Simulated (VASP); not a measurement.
# SnO2 (P1) in VASP: single point with r2SCAN

Aim: the single point of SnO2 with r2SCAN.

Everything below comes from runs of VASP 6.6.1. Logs are shortened: lines on timing, memory, paths and dates and some standing lists are left out, and cuts for length are marked.

## 1. The cell of the first run

The typed cell holds 6 atoms: a = 4.670 Å, b = 4.963 Å, c = 3.170 Å, α = 85.10°, β = 93.82°, γ = 90.20°.

## 2. Single point, r2SCAN (atoms moved at random and the cell strained at random)

Input file POSCAR:

```
SnO2
1.0
    4.6677376170     -0.0050148123     -0.1559359503
   -0.0050971126      4.9584494249      0.2075929494
   -0.1055497259      0.1382464273      3.1647435748
Sn O
2 4
Direct
    0.5247685378      0.4780798053      0.4973294997
    0.0027550368      0.0008303933     -0.0021130203
    0.2835464446      0.3131071964     -0.0063441664
    0.7922080795      0.1891142101      0.5159291168
    0.1955039769      0.8317583231      0.4859685047
    0.7012179243      0.6871100718      0.0092300655
```

Input file INCAR.step1:

```
PREC = Accurate
ENCUT = 520
ISMEAR = 0
SIGMA = 0.05
LREAL = False
LASPH = True
NELM = 80
NBANDS = 35
GGA = PE
ALGO = Normal
EDIFF = 1E-4
LWAVE = True
LCHARG = False
```

Input file INCAR.step2:

```
PREC = Accurate
ENCUT = 520
EDIFF = 1E-7
ISMEAR = 0
SIGMA = 0.05
LREAL = False
LASPH = True
NELM = 80
ALGO = Normal
ISIF = 2
LWAVE = False
LCHARG = True
METAGGA = R2SCAN
LMIXTAU = True
LELF = True
LVHAR = True
NBANDS = 35
ISTART = 1
```

Input file KPOINTS:

```
Automatic mesh
0
Gamma
  6 6 8
```

Potentials or basis: VASP PAW PBE potentials, release 64 (Sn_d, O).

Command:

```
> cat potpaw_PBE.64/Sn_d/POTCAR potpaw_PBE.64/O/POTCAR > POTCAR
> cp INCAR.step1 INCAR
> mpirun -np 1 vasp_std > vasp.out
> cp INCAR.step2 INCAR
> mpirun -np 1 vasp_std > vasp.out
```

OUTCAR:

```text
PREC = Accurate
   ENCUT = 520
   EDIFF = 1E-7
   ISMEAR = 0
   LREAL = False
   LASPH = True
   NELM = 80
   ISIF = 2
   METAGGA = R2SCAN
   ISTART = 1

 ion  position               nearest neighbor table
   1  0.525  0.478  0.497-   4 1.90   6 2.01   3 2.10   3 2.11   6 2.12   5 2.33   2 3.47   2 3.73
                             2 3.73   2 3.74
   2  0.003  0.001  0.998-   5 1.87   4 1.93   3 2.03   6 2.10   5 2.14   4 2.24   1 3.47   1 3.73
                             1 3.73   1 3.74
   3  0.284  0.313  0.994-   2 2.03   1 2.10   1 2.11
   4  0.792  0.189  0.516-   1 1.90   2 1.93   2 2.24
   5  0.196  0.832  0.486-   2 1.87   2 2.14   1 2.33
   6  0.701  0.687  0.009-   1 2.01   2 2.10   1 2.12

  LATTYP: Found a triclinic cell.
 ALAT       =     3.1695196345
 B/A-ratio  =     2.5620696894
 C/A-ratio  =     2.3827961457
 COS(alpha) =     0.0009744587
 COS(beta)  =     0.4345529008
 COS(gamma) =     0.8189615015

  Lattice vectors:

 A1 = (   0.1055497259,  -0.1382464273,  -3.1647435748)
 A2 = (   4.8788370688,  -0.2815076669,  -6.4854230999)
 A3 = (  -4.5570907785,  -5.0916810399,  -3.2164005739)

Analysis of symmetry for initial positions (statically):
=====================================================================
 Subroutine PRICEL returns:
 Original cell was already a primitive cell.

 Routine SETGRP: Setting up the symmetry group for a
 triclinic supercell.

 Subroutine GETGRP returns: Found  1 space group operations
 (whereof  1 operations were pure point group operations)
 out of a pool of  2 trial point group operations.

The static configuration has the point symmetry C_1 .

Analysis of symmetry for dynamics (positions and initial velocities):
=====================================================================
 Subroutine PRICEL returns:
 Original cell was already a primitive cell.

 Routine SETGRP: Setting up the symmetry group for a
 triclinic supercell.

 Subroutine GETGRP returns: Found  1 space group operations
 (whereof  1 operations were pure point group operations)
 out of a pool of  2 trial point group operations.

The dynamic configuration has the point symmetry C_1 .

 Subroutine INISYM returns: Found  1 space group operations
 (whereof  1 operations are pure point group operations),
 and found     1 'primitive' translations

----------------------------------------------------------------------------------------

                                     Primitive cell

  volume of cell :      73.0317

  direct lattice vectors                    reciprocal lattice vectors
     4.667737617 -0.005014812 -0.155935950     0.214475546 -0.000079148  0.007156592
    -0.005097113  4.958449425  0.207592949    -0.000077870  0.202045493 -0.008828610
    -0.105549726  0.138246427  3.164743575     0.010572930 -0.013257176  0.316913110

  length of vectors
     4.670344273  4.962795736  3.169519635     0.214594927  0.202238304  0.317366442

  position of ions in fractional coordinates (direct lattice)
     0.524768538  0.478079805  0.497329500
     0.002755037  0.000830393  0.997886980
     0.283546445  0.313107196  0.993655834
     0.792208079  0.189114210  0.515929117
     0.195503977  0.831758323  0.485968505
     0.701217924  0.687110072  0.009230065

  ion indices of the primitive-cell ions
   primitive index   ion index
                 1           1
                 2           2
                 3           3
                 4           4
                 5           5
                 6           6

----------------------------------------------------------------------------------------

 KPOINTS: Automatic mesh

Automatic generation of k-mesh.
 Grid dimensions read from file:
 generate k-points for:    6    6    8

 Generating k-lattice:

  Cartesian coordinates                     Fractional coordinates (reciprocal lattice)
     0.035745924 -0.000013191  0.001192765     0.166666667 -0.000000000 -0.000000000
    -0.000012978  0.033674249 -0.001471435    -0.000000000  0.166666667  0.000000000
     0.001321616 -0.001657147  0.039614139     0.000000000 -0.000000000  0.125000000

  Length of vectors
     0.035765821  0.033706384  0.039670805

  Shift w.r.t. Gamma in fractional coordinates (k-lattice)
     0.000000000  0.000000000  0.000000000

 Subroutine IBZKPT returns following result:
 ===========================================

 Found    148 irreducible k-points:

 Following reciprocal coordinates:
            Coordinates               Weight
  0.000000  0.000000  0.000000      1.000000
  0.166667 -0.000000 -0.000000      2.000000
  0.333333  0.000000  0.000000      2.000000
  0.500000  0.000000  0.000000      1.000000
  0.000000  0.166667  0.000000      2.000000
  0.166667  0.166667  0.000000      2.000000
[... 16 lines left out ...]
  0.333333  0.000000  0.125000      2.000000
  0.500000  0.000000  0.125000      2.000000
 [... further k-points ...]
   k-points           NKPTS =    148   k-points in BZ     NKDIM =    148   number of bands    NBANDS=     35
   number of dos      NEDOS =    301   number of ions     NIONS =      6
   total plane-waves  NPLWV =  34560
   dimension x,y,z NGX =    36 NGY =   40 NGZ =   24
   dimension x,y,z NGXF=    72 NGYF=   80 NGZF=   48
   ions per type =               2   4
   NGX,Y,Z   is equivalent  to a cutoff of  12.81, 13.40, 12.59 a.u.
   NGXF,Y,Z  is equivalent  to a cutoff of  25.63, 26.80, 25.18 a.u.
 SYSTEM =  unknown system
   PREC   = accura    normal or accurate (medium, high low for compatibility)
   ISTART =      1    job   : 0-new  1-cont  2-samecut
   ICHARG =      0    charge: 1-file 2-atom 10-const
   ISPIN  =      1    spin polarized calculation?
   LNONCOLLINEAR =      F non collinear calculations
   LSORBIT =      F    spin-orbit coupling
   LASPH  =      T    aspherical Exc in radial PAW
   ENCUT  =  520.0 eV  38.22 Ry    6.18 a.u.   8.68  9.23  5.89*2*pi/ulx,y,z
   NELM   =     80;   NELMIN=  2; NELMDL=  0     # of ELM steps
   EDIFF  = 0.1E-06   stopping-criterion for ELM
   LREAL  =      F    real-space projection
   EDIFFG = 0.1E-05   stopping-criterion for IOM
   NSW    =      0    number of steps for IOM
   IBRION =     -1    ionic relax: 0-MD 1-quasi-New 2-CG
   NFREE  =      0    steps in history (QN), initial steepest desc. (CG)
   ISIF   =      2    stress and relaxation
   ISYM   =      2    0-nonsym 1-usesym 2-fastsym
   POTIM  = 0.5000    time-step for ionic-motion
   TEBEG  =    0.0;   TEEND  =   0.0 temperature during run
   PSTRESS=    0.0 pullay stress
   NELECT =      52.0000    total number of electrons
   NUPDOWN=      -1.0000    fix difference up-down
   EMIN   =  10.00;   EMAX   =-10.00  energy-range for DOS
   EFERMI =   0.00;   METHOD = LEGACY
   ISMEAR =     0;   SIGMA  =   0.05  broadening in eV -4-tet -1-fermi 0-gaus
   EFERMI_NEDOS =   21; number of points for ismear=-14 and -15
   IALGO  =     38    algorithm
   IMIX   =      4    mixing-type and parameters
     AMIX     =   0.40;   BMIX     =  1.00
     AMIX_MAG =   1.60;   BMIX_MAG =  1.00
  volume/ion in A,a.u.               =      12.17        82.14
  Fermi-wavevector in a.u.,A,eV,Ry     =   1.461859  2.762512 29.076070  2.137031
  Thomas-Fermi vector in A             =   2.578141
   LORBIT       =      0    0 simple, 1 ext, 2 COOP (PROOUT), +10 PAW based schemes
   METAGGA = R2SCAN    functional components
   LHFCALC =     F    Hartree Fock is set to
   AEXX    =    0.0000 exact exchange contribution
   IVDW    =     0    specifies the selected vdW correction
   LEPSILON=     F    determine dielectric tensor
   LRPA    =     F    only Hartree local field effects (RPA)
 non-spin polarized calculation
 Gauss-broadening in eV      SIGMA  =   0.05
  energy-cutoff  :      520.00
  volume of cell :       73.03
 maximum number of plane-waves:      1986
   NGX = 17   NGY = 19   NGZ = 11

 number of electron      51.9999992 magnetization

 Free energy of the ion-electron system (eV)
  ---------------------------------------------------
  ext. energy  EPLUGINS =         0.00000000
  ---------------------------------------------------
  free energy    TOTEN  =       -83.62480573 eV

  energy without entropy =      -83.62480573  energy(sigma->0) =      -83.62480573

 E-fermi :   5.7494     XC(G=0): -11.9051

 val. band max:        5.5126625706   @ k =   0.0000   0.0000   0.0000
 cond. band min:       7.3382489292   @ k =   0.0000   0.0000   0.0000
 fundamental gap:      1.8255863585
 Fermi energy:         5.7493646794

 k-point     1 :       0.0000    0.0000    0.0000
  band No.  band energies     occupation
      1     -16.5491      2.00000
      2     -15.5939      2.00000
      3     -15.2492      2.00000
      4     -15.1498      2.00000
      5     -15.1226      2.00000
      6     -15.0164      2.00000
[... 27 lines left out ...]
     34      18.5160      0.00000
     35      18.8329      0.00000

 k-point     2 :       0.1667   -0.0000   -0.0000
  band No.  band energies     occupation
      1     -16.5135      2.00000
      2     -15.6448      2.00000
      3     -15.2651      2.00000
      4     -15.1493      2.00000
      5     -15.1212      2.00000
      6     -15.0137      2.00000
[... 27 lines left out ...]
     34      18.4161      0.00000
     35      18.8658      0.00000

 k-point     3 :       0.3333    0.0000    0.0000
  band No.  band energies     occupation
      1     -16.4221      2.00000
      2     -15.7902      2.00000
      3     -15.2637      2.00000
      4     -15.1507      2.00000
      5     -15.1202      2.00000
      6     -15.0082      2.00000
[... 27 lines left out ...]
     34      18.6207      0.00000
     35      18.9692      0.00000
[... 723 lines left out ...]
 k-point    23 :       0.3333    0.0000    0.1250
  band No.  band energies     occupation
      1     -16.3487      2.00000
      2     -15.8491      2.00000
      3     -15.4183      2.00000
      4     -15.1861      2.00000
      5     -15.0712      2.00000
      6     -15.0043      2.00000
[... 27 lines left out ...]
     34      18.4154      0.00000
     35      19.1953      0.00000

 k-point    24 :       0.5000    0.0000    0.1250
  band No.  band energies     occupation
      1     -16.3403      2.00000
      2     -15.8590      2.00000
      3     -15.4166      2.00000
      4     -15.2205      2.00000
      5     -15.0791      2.00000
      6     -15.0039      2.00000
[... 27 lines left out ...]
     34      18.9134      0.00000
     35      19.1595      0.00000

 [... further k-points ...]

------------------------ aborting loop because EDIFF is reached ----------------------------------------

  FORCE on cell =-STRESS in cart. coord.  units (eV):
  Direction    XX          YY          ZZ          XY          YZ          ZX
  --------------------------------------------------------------------------------------
  -------------------------------------------------------------------------------------
  Total        3.5864372      2.4836744      4.3881249     -2.9578687     -5.7961520      4.6783330
  in kB       78.6796051     54.4870893     96.2671082    -64.8900100   -127.1565427    102.6337203
  external PRESSURE =      76.4779342 kB  Pullay stress =       0.0000000 kB

 VOLUME and BASIS-vectors are now :
 -----------------------------------------------------------------------------
  energy-cutoff  :      520.00
  volume of cell :       73.03
      direct lattice vectors                 reciprocal lattice vectors
     4.667737617 -0.005014812 -0.155935950     0.214475546 -0.000079148  0.007156592
    -0.005097113  4.958449425  0.207592949    -0.000077870  0.202045493 -0.008828610
    -0.105549726  0.138246427  3.164743575     0.010572930 -0.013257176  0.316913110

 POSITION                                       TOTAL-FORCE (eV/Angst)
 -----------------------------------------------------------------------------------
      2.39455      2.43666      1.59134        -3.228296      2.648723      0.689059
     -0.09247      0.14206      3.15780        -0.171528     -0.550261     -1.011451
      1.21704      1.68847      3.16545         1.197727      1.086401     -0.065468
      3.64240      1.00507      1.54851         0.694612     -1.147186     -1.429718
      0.85703      4.19043      1.68015         1.613604     -1.829664      2.548865
      3.26862      3.40476      0.06250        -0.106119     -0.208013     -0.731286
 -----------------------------------------------------------------------------------
    total drift:                                0.000047      0.002088      0.002555

  FREE ENERGIE OF THE ION-ELECTRON SYSTEM (eV)
  ---------------------------------------------------
  free  energy   TOTEN  =       -83.6248057312 eV

  energy  without entropy=      -83.6248057312  energy(sigma->0) =      -83.62480573
```

It took 8 min on 1 thread of Intel Xeon 6975P-C (Granite Rapids), shared host; peak memory 0.4 GiB.

Results:

```yaml
Free_energy: -83.6248 eV
Pressure: 7.6 GPa
Largest_force: 4.232 eV/Å
Band_gap_on_the_k_mesh: 1.83 eV
```

Forces in eV/Å, atoms in the order of the input:
```
Sn  -3.228  2.649  0.689
Sn  -0.172 -0.550 -1.011
O    1.198  1.086 -0.065
O    0.695 -1.147 -1.430
O    1.614 -1.830  2.549
O   -0.106 -0.208 -0.731
```

Stress tensor (GPa, compression positive):
```
  7.87  -6.49  10.26
 -6.49   5.45 -12.72
 10.26 -12.72   9.63
```

Caveat: the cell differs from its parent crystal (atoms moved at random and the cell strained at random); the cell stands under pressure; the PAW data sets were made with another functional, which shifts forces and pressure a little; spin-orbit coupling is left out, which moves the levels of the heavy elements.
